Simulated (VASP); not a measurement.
A run of VASP 6.6.1 is set up as follows.

Contents of INCAR:

```
SYSTEM = K
ALGO = Normal
EDIFF = 1E-7
ENCUT = 520
GGA = PS
ISIF = 2
ISMEAR = -1
LASPH = .True.
LCHARG = .False.
LREAL = .False.
LWAVE = .False.
NBANDS = 10
NELM = 60
PREC = Accurate
SIGMA = 0.05
```

Contents of KPOINTS:

```
k-points
0
Gamma
  12 12 12
  0 0 0
```

Contents of POSCAR:

```
K
1.0
   -2.1008303594      2.1008303594      2.1008303594
    2.1008303594     -2.1008303594      2.1008303594
    2.1008303594      2.1008303594     -2.1008303594
K
1
Direct
    0.0000000000      0.0000000000      0.0000000000
```

Potentials or basis: VASP PAW PBE potentials, release 64 (K_sv).

Launch:

```bash
$ cat potpaw_PBE.64/K_sv/POTCAR > POTCAR
$ mpirun -np 1 vasp_std > vasp.out
```

(1) Predict the band gap on the k mesh.

(2) Predict the pressure.

Results:

(1) zero (an odd number of electrons rules out a gap without spin polarisation).

(2) 8.0 GPa.

Caveat: the cell stands under pressure; the PAW data sets were made with another functional, which shifts forces and pressure a little.
